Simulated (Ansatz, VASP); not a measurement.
# Ni: VASP beside Ansatz

```
Ni
1.0
     0.00000    1.75969    1.75969
     1.75969    0.00000    1.75969
     1.75969    1.75969    0.00000
Ni
1
Direct
  0.00000 0.00000 0.00000
```

Alike in both runs: task single point; functional PBE; k mesh 15 × 15 × 15; occupations gaussian, width 1 eV; collinear spin.

|  | VASP | Ansatz |
| --- | --- | --- |
| version | VASP 6.6.1 | Ansatz 0.2.0 |
| potentials or method | VASP PAW PBE potentials, release 64 (Ni), cutoff 520 eV | plane waves (420 eV) with PAW, scalar-relativistic |
| valence electrons in the cell | 10 | 18 |

|  | VASP | Ansatz | Ansatz less VASP |
| --- | --- | --- | --- |
| pressure (GPa) | 3.5 | 3.5 | -0.04 |
| net moment per atom (μB) | 0.00 | 0.00 | 0.000 |

With one functional, cell and mesh, what is left measures potentials, basis and numerics. VASP's potentials hold 10 valence electrons a cell and Ansatz's 18, so a difference there can come from the potentials and not from the codes. Ansatz's warnings: seeded moment not kept.
